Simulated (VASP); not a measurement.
Here is a VASP 6.6.1 calculation.

File INCAR:

```
  PREC = Accurate
  ENCUT = 520
  EDIFF = 1E-6
  ISMEAR = -1
  SIGMA = 0.1
  LREAL = False
  LASPH = True
  NELM = 60
  ALGO = Normal
  ISIF = 2
  LWAVE = False
  LCHARG = False
  LDIPOL = True
  IDIPOL = 3
  DIPOL = 0.5 0.5 0.500
  GGA = PE
  NBANDS = 45
```

The input KPOINTS:

```
Automatic mesh
0
Gamma
  14 7 1
```

File POSCAR:

```
Zn
1.0
    2.6358129023      0.0000000000      0.0000000000
    0.0000000000      5.0929172529      0.0000000000
    0.0000000000      0.0000000000     11.8674000000
Zn
6
Direct
    0.7500000000      0.7500000000      0.2954741725
    0.2500000000      0.2500000000      0.2949253291
    0.2500000000      0.7500000000      0.5002735550
    0.7500000000      0.2500000000      0.4997264380
    0.7500000000      0.7500000000      0.7050746709
    0.2500000000      0.2500000000      0.7045258297
```

Potentials or basis: VASP PAW PBE potentials, release 64 (Zn).

Command:

```bash
$ cat potpaw_PBE.64/Zn/POTCAR > POTCAR
$ mpirun -np 1 vasp_std > vasp.out
```

Q: What does it give for the band gap on the k mesh?

A: Zero (bands 36 and 37 overlap by 2.33 eV).

Q: Estimate the largest force.

A: 0.006 eV/Å.

Forces in eV/Å, atoms in the order of the input:
```
Zn   0.000  0.000 -0.006
Zn   0.000  0.000 -0.001
Zn   0.000  0.000 -0.003
Zn   0.000  0.000  0.003
Zn   0.000  0.000  0.001
Zn   0.000  0.000  0.006
```
